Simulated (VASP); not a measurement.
A run of VASP 6.6.1:

Contents of INCAR:

```
SYSTEM = BiTe
  PREC = Accurate
  ENCUT = 520
  EDIFF = 1E-6
  ISMEAR = 0
  SIGMA = 0.15
  LREAL = .FALSE.
  LASPH = .TRUE.
  NELM = 60
  ALGO = Normal
  ISIF = 2
  LWAVE = .FALSE.
  LCHARG = .TRUE.
  GGA = PE
  LELF = .TRUE.
  LVHAR = .TRUE.
  NBANDS = 18
```

KPOINTS

```
regular mesh
0
G
  18 18 18
  0 0 0
```

File POSCAR:

```
BiTe
1.0
    2.4905641194      1.4379278648      3.1341890376
   -2.4905641194      1.4379278648      3.1341890376
    0.0000000000     -2.8758557296      3.1341890376
Bi Te
1 1
Direct
    0.5000000000      0.5000000000      0.5000000000
    0.0000000000      0.0000000000      0.0000000000
```

Potentials or basis: VASP PAW PBE potentials, release 64 (Bi_d, Te).

Command:

```sh
$ cat potpaw_PBE.64/Bi_d/POTCAR potpaw_PBE.64/Te/POTCAR > POTCAR
$ mpirun -np 1 vasp_std > vasp.out
```

Hardware: 1 thread of Oxide Virtual Turin-like Processor, with other jobs on the host.

Task: How long does it take, and how much memory?

Result: Run time: 9.1 min on 1 thread of Oxide Virtual Turin-like Processor (shared host), peak memory 0.7 GiB. Counts: scf iterations 12, k points 580.
